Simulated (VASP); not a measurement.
NbSbO:

```
Nb Sb O
1.0
     4.12154    0.00000    0.00000
     0.00000    4.12154    0.00000
     0.00000    0.00000    6.59944
Nb Sb O
2 2 2
Direct
  0.00000 0.00000 0.00000
  0.50000 0.50000 0.00000
  0.00000 0.50000 0.64314
  0.50000 0.00000 0.35686
  0.00000 0.50000 0.07605
  0.50000 0.00000 0.92395
```

The cell was built from a structure type or drawn by symmetry, and may not be a known phase.

```yaml
Program: VASP 6.6.1
Task: relaxation of cell and atoms
Functional: PBE
Potentials_or_basis: VASP PAW PBE potentials, release 64 (Nb_sv, Sb, O)
Cutoff: 600 eV
k_mesh: 4 × 4 × 4
Occupations: gaussian, width 0.1 eV
Spin: no spin polarisation
```

At the start: pressure -0.3 GPa; volume 18.68 Å³/atom.

Task: Where does the relaxation end?

Result: Over 6 steps the energy falls by 2.4 meV/atom and the volume is 18.65 Å³/atom (-0.2 %); space group P4/nmm (No. 129, to 0.1 Å) before and after.

Step by step:
| step | energy change (eV) | largest force (eV/Å) | pressure (GPa) | volume (Å³) |
| --- | --- | --- | --- | --- |
| 1 | 0.0000 | 0.2181 | -0.27 | 112.11 |
| 2 | -0.0109 | 0.1060 | 0.20 | 111.59 |
| 3 | -0.0130 | 0.0369 | 0.54 | 111.25 |
| 4 | -0.0127 | 0.0600 | -0.62 | 112.26 |
| 5 | -0.0139 | 0.0485 | -0.02 | 111.72 |
| 6 | -0.0147 | 0.0358 | 0.02 | 111.88 |

Final structure:
```
Nb Sb O
1.0
     4.14016    0.00000    0.00000
     0.00000    4.14016    0.00000
     0.00000    0.00000    6.52697
Nb Sb O
2 2 2
Direct
  0.00000 0.00000 0.00000
  0.50000 0.50000 0.00000
  0.00000 0.50000 0.64652
  0.50000 0.00000 0.35348
  0.00000 0.50000 0.07324
  0.50000 0.00000 0.92676
```

Caveat: the k points lie up to 0.38 Å⁻¹ apart in the final cell, too coarse for converged energies and pressures of a metal.
